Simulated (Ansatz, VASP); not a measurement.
**One calculation of Rb2GeBr6, two programs**

```
Rb Ge Br
1.0
     7.38045    0.00000    0.00000
    -3.69022    6.39166    0.00000
     0.00000    0.00000    6.19958
Rb Ge Br
2 1 6
Cartesian
  0.0000 4.2611 4.6497
  3.6902 2.1306 1.5499
  0.0000 0.0000 3.0998
  3.6902 4.2611 4.6497
  1.8451 1.0653 4.6497
  5.5353 1.0653 4.6497
  0.0000 2.1306 1.5499
  1.8451 5.3264 1.5499
  -1.8451 5.3264 1.5499
```

Alike in both runs: task single point; functional PBE; k mesh 3 × 3 × 4; occupations gaussian, width 0.1 eV; no spin polarisation.

|  | VASP | Ansatz |
| --- | --- | --- |
| version | VASP 6.6.1 | Ansatz 0.2.0 |
| potentials or method | VASP PAW PBE potentials, release 64 (Rb_sv, Ge_d, Br), cutoff 520 eV | scalar-relativistic, plane waves, PAW |
| valence electrons in the cell | 74 | 74 |

|  | VASP | Ansatz | Ansatz less VASP |
| --- | --- | --- | --- |
| pressure (GPa) | -0.6 | -0.7 | -0.02 |
| traceless stress, the component that is largest in VASP (GPa) | -0.32 | -0.32 | +0.001 |
| rms of the force components (eV/Å) | 0.402 | 0.404 | +0.0019 |

Atom by atom the forces differ by 0.002 eV/Å (rms over components).
